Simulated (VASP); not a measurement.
# Ta in VASP: notebook

Runs on Ta. Level: PBE. Tasks: single point.

All numbers are computed with VASP 6.6.1; they aren't measurements. Logs are shortened: lines on timing, memory, paths and dates and some standing lists are left out, and cuts for length are marked.

**1. The cell of the first run**

The cell holds a slab with vacuum, 7 atoms: a = 3.319 Å, b = 3.319 Å, c = 24.957 Å, α = 90.00°, β = 90.00°, γ = 90.00°.

**2. Single point, PBE**

INCAR reads:

```
SYSTEM = Ta
PREC     = Accurate       ! precision mode
ENCUT    = 520            ! plane-wave cutoff, eV
EDIFF    = 1E-6           ! SCF threshold, eV
ISMEAR   = 0              ! smearing method
SIGMA    = 0.1            ! smearing width, eV
LREAL    = .False.        ! projectors in reciprocal space
LASPH    = .True.         ! aspherical terms in the spheres
NELM     = 100            ! most SCF steps
ALGO     = Normal         ! electronic algorithm
ISIF     = 2              ! what is computed and relaxed
LWAVE    = .False.        ! write WAVECAR
LCHARG   = .False.        ! write CHGCAR
LDIPOL   = .True.       
IDIPOL   = 3            
DIPOL    = 0.5 0.5 0.500
GGA      = PE             ! functional
NBANDS   = 48             ! bands
```

KPOINTS reads:

```
regular mesh
0
Gamma
  2 2 1
  0 0 0
```

POSCAR reads:

```
Ta
1.0
    3.3190540256      0.0000000000      0.0000000000
    0.0000000000      3.3190540256      0.0000000000
    0.0000000000      0.0000000000     24.9571620767
Ta
7
Direct
    0.5000000000      0.5000000000      0.3005149374
    0.0000000000      0.0000000000      0.3670099583
    0.5000000000      0.5000000000      0.4335049791
    0.0000000000      0.0000000000      0.5000000000
    0.5000000000      0.5000000000      0.5664950209
    0.0000000000      0.0000000000      0.6329900417
    0.5000000000      0.5000000000      0.6994850626
```

Potentials or basis: VASP PAW PBE potentials, release 64 (Ta_pv).

Started as:

```console
$ cat potpaw_PBE.64/Ta_pv/POTCAR > POTCAR
$ mpirun -np 1 vasp_std > vasp.out
```

OUTCAR:

```text
SYSTEM = Ta
   PREC = Accurate
   ENCUT = 520
   EDIFF = 1E-6
   ISMEAR = 0
   LREAL = .False.
   LASPH = .True.
   NELM = 100
   ISIF = 2
   GGA = PE

 ion  position               nearest neighbor table
   1  0.500  0.500  0.301-   2 2.87   2 2.87   2 2.87   2 2.87   3 3.32
   2  0.000  0.000  0.367-   3 2.87   3 2.87   3 2.87   3 2.87   1 2.87   1 2.87   1 2.87   1 2.87
                             4 3.32
   3  0.500  0.500  0.434-   2 2.87   2 2.87   2 2.87   2 2.87   4 2.87   4 2.87   4 2.87   4 2.87
                             1 3.32   5 3.32
   4  0.000  0.000  0.500-   3 2.87   5 2.87   3 2.87   5 2.87   3 2.87   5 2.87   3 2.87   5 2.87
                             2 3.32   6 3.32
   5  0.500  0.500  0.566-   6 2.87   6 2.87   6 2.87   6 2.87   4 2.87   4 2.87   4 2.87   4 2.87
                             7 3.32   3 3.32
   6  0.000  0.000  0.633-   5 2.87   5 2.87   5 2.87   5 2.87   7 2.87   7 2.87   7 2.87   7 2.87
                             4 3.32
   7  0.500  0.500  0.699-   6 2.87   6 2.87   6 2.87   6 2.87   5 3.32

  LATTYP: Found a simple tetragonal cell.
 ALAT       =     3.3190540256
 C/A-ratio  =     7.5193599996

  Lattice vectors:

 A1 = (   3.3190540256,   0.0000000000,   0.0000000000)
 A2 = (   0.0000000000,   3.3190540256,   0.0000000000)
 A3 = (   0.0000000000,   0.0000000000,  24.9571620767)

Analysis of symmetry for initial positions (statically):
=====================================================================
 Subroutine PRICEL returns:
 Original cell was already a primitive cell.

 Routine SETGRP: Setting up the symmetry group for a
 simple tetragonal supercell.

 Subroutine GETGRP returns: Found 16 space group operations
 (whereof 16 operations were pure point group operations)
 out of a pool of 16 trial point group operations.

The static configuration has the point symmetry D_4h.

Analysis of symmetry for dynamics (positions and initial velocities):
=====================================================================
 Subroutine PRICEL returns:
 Original cell was already a primitive cell.

 Routine SETGRP: Setting up the symmetry group for a
 simple tetragonal supercell.

 Subroutine GETGRP returns: Found 16 space group operations
 (whereof 16 operations were pure point group operations)
 out of a pool of 16 trial point group operations.

The dynamic configuration has the point symmetry D_4h.

 Subroutine INISYM returns: Found 16 space group operations
 (whereof 16 operations are pure point group operations),
[... 94 lines left out ...]
   PSTRESS=    0.0 pullay stress
   NELECT =      77.0000    total number of electrons
   NUPDOWN=      -1.0000    fix difference up-down
   EMIN   =  10.00;   EMAX   =-10.00  energy-range for DOS
   EFERMI =   0.00;   METHOD = LEGACY
   ISMEAR =     0;   SIGMA  =   0.10  broadening in eV -4-tet -1-fermi 0-gaus
   EFERMI_NEDOS =   21; number of points for ismear=-14 and -15
   IALGO  =     38    algorithm
   IMIX   =      4    mixing-type and parameters
     AMIX     =   0.40;   BMIX     =  1.00
     AMIX_MAG =   1.60;   BMIX_MAG =  1.00
  volume/ion in A,a.u.               =      39.28       265.05
  Fermi-wavevector in a.u.,A,eV,Ry     =   1.071101  2.024088 15.609386  1.147258
  Thomas-Fermi vector in A             =   2.206831
   LORBIT       =      0    0 simple, 1 ext, 2 COOP (PROOUT), +10 PAW based schemes
   GGA     = PE    functional components
   LHFCALC =     F    Hartree Fock is set to
   AEXX    =    0.0000 exact exchange contribution
   IVDW    =     0    specifies the selected vdW correction
   LEPSILON=     F    determine dielectric tensor
   LRPA    =     F    only Hartree local field effects (RPA)
 non-spin polarized calculation
 Gauss-broadening in eV      SIGMA  =   0.10
  energy-cutoff  :      520.00
  volume of cell :      274.93
 maximum number of plane-waves:      7448
 NGX is ok and might be reduce to    28
   NGX = 13   NGY = 13   NGZ = 93

 dipolmoment           0.000000      0.000000      0.000000 electrons x Angstroem

 number of electron      76.9999992 magnetization

 dipolmoment           0.000000      0.000000     -0.000000 electrons x Angstroem

 Free energy of the ion-electron system (eV)
  ---------------------------------------------------
  ext. energy  EPLUGINS =         0.00000000
  ---------------------------------------------------
  free energy    TOTEN  =       -76.84636911 eV

  energy without entropy =      -76.68615136  energy(sigma->0) =      -76.76626024

 E-fermi :   0.7531     XC(G=0):  -6.8540

 val. band max:        0.7514930675   @ k =   0.0000   0.0000   0.0000
 cond. band min:       0.7597893914   @ k =   0.0000   0.0000   0.0000
 fundamental gap:      0.0082963239
 Fermi energy:         0.7531346646

 k-point     1 :       0.0000    0.0000    0.0000
  band No.  band energies     occupation
      1     -34.1268      2.00000
      2     -34.1264      2.00000
      3     -34.0076      2.00000
      4     -34.0076      2.00000
      5     -34.0013      2.00000
      6     -34.0013      2.00000
[... 142 lines left out ...]
     47       4.0780      0.00000
     48       4.1637      0.00000

------------------------ aborting loop because EDIFF is reached ----------------------------------------

 vacuum level on the upper side and lower side of the slab       (xc-potential included)        -0.270        -0.270

  FORCE on cell =-STRESS in cart. coord.  units (eV):
  Direction    XX          YY          ZZ          XY          YZ          ZX
  --------------------------------------------------------------------------------------
  -------------------------------------------------------------------------------------
  Total       -9.5019350     -9.5019350     -2.2741370      0.0000000      0.0000000     -0.0000000
  in kB      -55.3730947    -55.3730947    -13.2526694      0.0000000      0.0000000     -0.0000000
  external PRESSURE =     -41.3329530 kB  Pullay stress =       0.0000000 kB

 VOLUME and BASIS-vectors are now :
 -----------------------------------------------------------------------------
  energy-cutoff  :      520.00
  volume of cell :      274.93
      direct lattice vectors                 reciprocal lattice vectors
     3.319054026  0.000000000  0.000000000     0.301290667  0.000000000  0.000000000
     0.000000000  3.319054026  0.000000000     0.000000000  0.301290667  0.000000000
     0.000000000  0.000000000 24.957162077     0.000000000  0.000000000  0.040068658

 POSITION                                       TOTAL-FORCE (eV/Angst)
 -----------------------------------------------------------------------------------
      1.65953      1.65953      7.50000         0.000000     -0.000000      1.563552
      0.00000      0.00000      9.15953         0.000000     -0.000000     -2.069835
      1.65953      1.65953     10.81905        -0.000000      0.000000      0.124308
      0.00000      0.00000     12.47858         0.000000     -0.000000      0.000000
      1.65953      1.65953     14.13811        -0.000000      0.000000     -0.124308
      0.00000      0.00000     15.79764         0.000000      0.000000      2.069835
      1.65953      1.65953     17.45716         0.000000     -0.000000     -1.563552
 -----------------------------------------------------------------------------------
    total drift:                                0.000000      0.000000      0.000000

  FREE ENERGIE OF THE ION-ELECTRON SYSTEM (eV)
  ---------------------------------------------------
  free  energy   TOTEN  =       -76.8463691106 eV

  energy  without entropy=      -76.6861513630  energy(sigma->0) =      -76.76626024

 vacuum level on the upper side and lower side of the slab         4.688         4.688
```

OSZICAR:

```text
N       E                     dE             d eps       ncg     rms          rms(c)
DAV:   1     0.689952200211E+03    0.68995E+03   -0.43464E+04   360   0.146E+03
DAV:   2    -0.543326601555E+02   -0.74428E+03   -0.72462E+03   344   0.408E+02
DAV:   3    -0.832820623091E+02   -0.28949E+02   -0.27480E+02   376   0.702E+01
[... 20 lines left out ...]
DAV:  24    -0.768463535429E+02   -0.61669E-05   -0.11808E-06   216   0.399E-03    0.637E-03
DAV:  25    -0.768463612910E+02   -0.77481E-05   -0.64226E-07   200   0.294E-03    0.529E-03
DAV:  26    -0.768463636025E+02   -0.23115E-05   -0.61371E-07   208   0.270E-03    0.120E-03
DAV:  27    -0.768463681639E+02   -0.45615E-05   -0.42338E-07   192   0.186E-03    0.163E-03
DAV:  28    -0.768463691106E+02   -0.94670E-06   -0.11209E-07   200   0.126E-03
   1 F= -.76846369E+02 E0= -.76766260E+02  d E =-.160218E+00
```

stdout:

```text
POSCAR found type information on POSCAR Ta
 POSCAR found :  1 types and       7 ions
 scaLAPACK will be used
 LDA part: xc-table for (Slater+PW92), standard interpolation
 POSCAR, INCAR and KPOINTS ok, starting setup
 FFT: planning ... GRIDC
 FFT: planning ... GRID_SOFT
 FFT: planning ... GRID
 WAVECAR not read
 entering main loop
```

It took 2.8 min on 1 thread of Intel Xeon 6975P-C (Granite Rapids), shared host; peak memory 0.37 GiB.

Results:

```
Free energy            : -76.8464 eV
Largest force          : 2.070 eV/Å
Band gap on the k mesh : zero (an odd number of electrons rules out a gap without spin polarisation)
```

Forces in eV/Å, atoms in the order of the input:
```
Ta   0.000  0.000  1.564
Ta   0.000  0.000 -2.070
Ta   0.000  0.000  0.124
Ta   0.000  0.000  0.000
Ta   0.000  0.000 -0.124
Ta   0.000  0.000  2.070
Ta   0.000  0.000 -1.564
```

Caveat: the k points lie up to 0.95 Å⁻¹ apart, too coarse for converged energies and pressures of a metal; spin-orbit coupling is left out, which moves the levels of the heavy elements.

**3. Single point, PBE**

INCAR reads:

```
ALGO = Normal ; DIPOL = 0.5 0.5 0.500
EDIFF = 1E-6 ; ENCUT = 520
GGA = PE ; IDIPOL = 3
ISIF = 2 ; ISMEAR = 0
LASPH = True ; LCHARG = False
LDIPOL = True ; LREAL = False
LWAVE = False ; NBANDS = 48
NELM = 80 ; PREC = Accurate
SIGMA = 0.1
```

KPOINTS reads:

```
k-points
0
Gamma
  5 5 1
```

POSCAR is that of step 2.

Potentials or basis: VASP PAW PBE potentials, release 64 (Ta_pv).

Started as:

```console
$ cat potpaw_PBE.64/Ta_pv/POTCAR > POTCAR
$ mpirun -np 1 vasp_std > vasp.out
```

OUTCAR:

```text
EDIFF = 1E-6
   ENCUT = 520
   GGA = PE
   ISIF = 2
   ISMEAR = 0
   LASPH = True
   LREAL = False
   NELM = 80
   PREC = Accurate

 ion  position               nearest neighbor table
   1  0.500  0.500  0.301-   2 2.87   2 2.87   2 2.87   2 2.87   3 3.32
   2  0.000  0.000  0.367-   3 2.87   3 2.87   3 2.87   3 2.87   1 2.87   1 2.87   1 2.87   1 2.87
                             4 3.32
   3  0.500  0.500  0.434-   2 2.87   2 2.87   2 2.87   2 2.87   4 2.87   4 2.87   4 2.87   4 2.87
                             1 3.32   5 3.32
   4  0.000  0.000  0.500-   3 2.87   5 2.87   3 2.87   5 2.87   3 2.87   5 2.87   3 2.87   5 2.87
                             2 3.32   6 3.32
[... 509 lines left out ...]
  external PRESSURE =     -33.8753934 kB  Pullay stress =       0.0000000 kB

 VOLUME and BASIS-vectors are now :
 -----------------------------------------------------------------------------
  energy-cutoff  :      520.00
  volume of cell :      274.93
      direct lattice vectors                 reciprocal lattice vectors
     3.319054026  0.000000000  0.000000000     0.301290667  0.000000000  0.000000000
     0.000000000  3.319054026  0.000000000     0.000000000  0.301290667  0.000000000
     0.000000000  0.000000000 24.957162077     0.000000000  0.000000000  0.040068658

 POSITION                                       TOTAL-FORCE (eV/Angst)
 -----------------------------------------------------------------------------------
      1.65953      1.65953      7.50000        -0.000000     -0.000000      1.057140
      0.00000      0.00000      9.15953        -0.000000     -0.000000     -0.965109
      1.65953      1.65953     10.81905        -0.000000      0.000000     -0.274883
      0.00000      0.00000     12.47858        -0.000000      0.000000      0.000000
      1.65953      1.65953     14.13811         0.000000      0.000000      0.274883
      0.00000      0.00000     15.79764        -0.000000     -0.000000      0.965109
      1.65953      1.65953     17.45716        -0.000000      0.000000     -1.057140
 -----------------------------------------------------------------------------------
    total drift:                                0.000000      0.000000     -0.000000

  FREE ENERGIE OF THE ION-ELECTRON SYSTEM (eV)
  ---------------------------------------------------
  free  energy   TOTEN  =       -78.9020778755 eV

  energy  without entropy=      -78.8513130375  energy(sigma->0) =      -78.87669546

 vacuum level on the upper side and lower side of the slab         4.452         4.452
```

OSZICAR:

```text
N       E                     dE             d eps       ncg     rms          rms(c)
DAV:   1     0.679522542973E+03    0.67952E+03   -0.43381E+04   720   0.145E+03
DAV:   2    -0.574039990358E+02   -0.73693E+03   -0.71815E+03   680   0.405E+02
DAV:   3    -0.865852782319E+02   -0.29181E+02   -0.28228E+02   768   0.693E+01
[... 21 lines left out ...]
DAV:  25    -0.789020687213E+02   -0.64848E-05   -0.94585E-07   432   0.461E-03    0.138E-03
DAV:  26    -0.789020731290E+02   -0.44076E-05   -0.53144E-07   424   0.259E-03    0.107E-03
DAV:  27    -0.789020757351E+02   -0.26061E-05   -0.17351E-07   408   0.155E-03    0.116E-03
DAV:  28    -0.789020775249E+02   -0.17898E-05   -0.17429E-07   416   0.163E-03    0.551E-04
DAV:  29    -0.789020778755E+02   -0.35058E-06   -0.49053E-08   400   0.614E-04
   1 F= -.78902078E+02 E0= -.78876695E+02  d E =-.507648E-01
```

It took 4.5 min on 1 thread of Intel Xeon 6975P-C (Granite Rapids), shared host; peak memory 0.39 GiB.

Results:

```
Free energy            : -78.9021 eV
Largest force          : 1.057 eV/Å
Band gap on the k mesh : zero (an odd number of electrons rules out a gap without spin polarisation)
```

Forces on the atoms (eV/Å):
```
Ta   0.000  0.000  1.057
Ta   0.000  0.000 -0.965
Ta   0.000  0.000 -0.275
Ta   0.000  0.000  0.000
Ta   0.000  0.000  0.275
Ta   0.000  0.000  0.965
Ta   0.000  0.000 -1.057
```

Levels at points of the mesh, in eV from the Fermi level:
| k point | band 35 | band 36 | band 37 | band 38 | band 39 | band 40 | band 41 | band 42 |
| --- | --- | --- | --- | --- | --- | --- | --- | --- |
| (0.00, 0.00, 0.00) | 0.32 | 0.49 | 0.49 | 0.56 | 0.56 | 0.71 | 0.71 | 0.78 |

Caveat: the k points lie up to 0.38 Å⁻¹ apart, too coarse for converged energies and pressures of a metal; spin-orbit coupling is left out, which moves the levels of the heavy elements.

**4. Single point, PBE**

INCAR reads:

```
SYSTEM = Ta
PREC     = Accurate       ! precision mode
ENCUT    = 520            ! plane-wave cutoff, eV
EDIFF    = 1E-7           ! SCF threshold, eV
ISMEAR   = 0              ! smearing method
SIGMA    = 0.1            ! smearing width, eV
LREAL    = .False.        ! projectors in reciprocal space
LASPH    = .True.         ! aspherical terms in the spheres
NELM     = 60             ! most SCF steps
ALGO     = Fast           ! electronic algorithm
ISIF     = 2              ! what is computed and relaxed
LWAVE    = .False.        ! write WAVECAR
LCHARG   = .False.        ! write CHGCAR
LDIPOL   = .True.       
IDIPOL   = 3            
DIPOL    = 0.5 0.5 0.500
GGA      = PE             ! functional
NBANDS   = 48             ! bands
```

KPOINTS reads:

```
regular mesh
0
Gamma
  10 10 1
  0 0 0
```

POSCAR is that of step 3.

Started as:

```console
$ cat potpaw_PBE.64/Ta_pv/POTCAR > POTCAR
$ mpirun -np 1 vasp_std > vasp.out
```

Wall time 16 min (1 thread of Intel Xeon 6975P-C (Granite Rapids), shared host); peak memory 0.48 GiB.

The run converged. Its results:

| Property | Result |
| --- | --- |
| Free energy | -78.9675 eV |
| Largest force | 1.218 eV/Å |
| Band gap on the k mesh | zero (an odd number of electrons rules out a gap without spin polarisation) |

Forces in eV/Å, atoms in the order of the input:
```
Ta   0.000  0.000  1.218
Ta   0.000  0.000 -1.100
Ta   0.000  0.000 -0.358
Ta   0.000  0.000  0.000
Ta   0.000  0.000  0.358
Ta   0.000  0.000  1.100
Ta   0.000  0.000 -1.218
```

Levels at points of the mesh, in eV from the Fermi level:
| k point | band 35 | band 36 | band 37 | band 38 | band 39 | band 40 | band 41 | band 42 |
| --- | --- | --- | --- | --- | --- | --- | --- | --- |
| (0.00, 0.00, 0.00) | 0.28 | 0.45 | 0.45 | 0.51 | 0.51 | 0.66 | 0.66 | 0.74 |
| (0.50, 0.00, 0.00) | -0.85 | -0.78 | -0.07 | 0.14 | 0.16 | 0.21 | 0.33 | 1.05 |
| (0.50, 0.50, 0.00) | -1.24 | -1.24 | -0.47 | -0.47 | 0.61 | 0.61 | 2.08 | 2.08 |

Caveat: spin-orbit coupling is left out, which moves the levels of the heavy elements.

(Part 1 of 2 ends here.)

The gap in the log of VASP goes by the Fermi energy; the results here count the filled bands.